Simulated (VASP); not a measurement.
Here is a VASP 6.6.1 calculation.

Contents of INCAR:

```
ALGO     = Normal         # electronic algorithm
EDIFF    = 1E-6           # SCF threshold, eV
EDIFFG   = -0.01          # ionic threshold
ENCUT    = 600            # plane-wave cutoff, eV
GGA      = PE             # functional
IBRION   = 2              # ionic algorithm
ISIF     = 3              # what is computed and relaxed
ISMEAR   = 0              # smearing method
LASPH    = T              # aspherical terms in the spheres
LCHARG   = F              # write CHGCAR
LREAL    = F              # projectors in reciprocal space
LWAVE    = F              # write WAVECAR
NELM     = 100            # most SCF steps
NSW      = 100            # ionic steps
PREC     = Accurate       # precision mode
SIGMA    = 0.1            # smearing width, eV
```

KPOINTS

```
k-points
0
Gamma
  16 12 8
```

POSCAR

```
As
1.0
    2.7500192995      0.0000000000      0.0000000000
    0.0000000000      3.9057831979      0.0000000000
    0.0000000000      0.0000000000      6.2882300989
As
3
Direct
    0.5000000000      0.5000000000      0.7969824913
    0.5000000000      0.5000000000      0.2030175087
    0.5000000000      0.0000000000      0.5000000000
```

Potentials or basis: VASP PAW PBE potentials, release 64 (As).

Run with:

```console
$ cat potpaw_PBE.64/As/POTCAR > POTCAR
$ mpirun -np 1 vasp_std > vasp.out
```

Predict the relaxed cell.

a = 2.711 Å, b = 3.916 Å, c = 6.351 Å, α = 90.00°, β = 90.00°, γ = 90.00°.

Estimate the relaxed volume.

22.48 Å³/atom.

Forces on the atoms (eV/Å):
```
As   0.000  0.000 -0.007
As   0.000  0.000  0.007
As   0.000  0.000  0.000
```
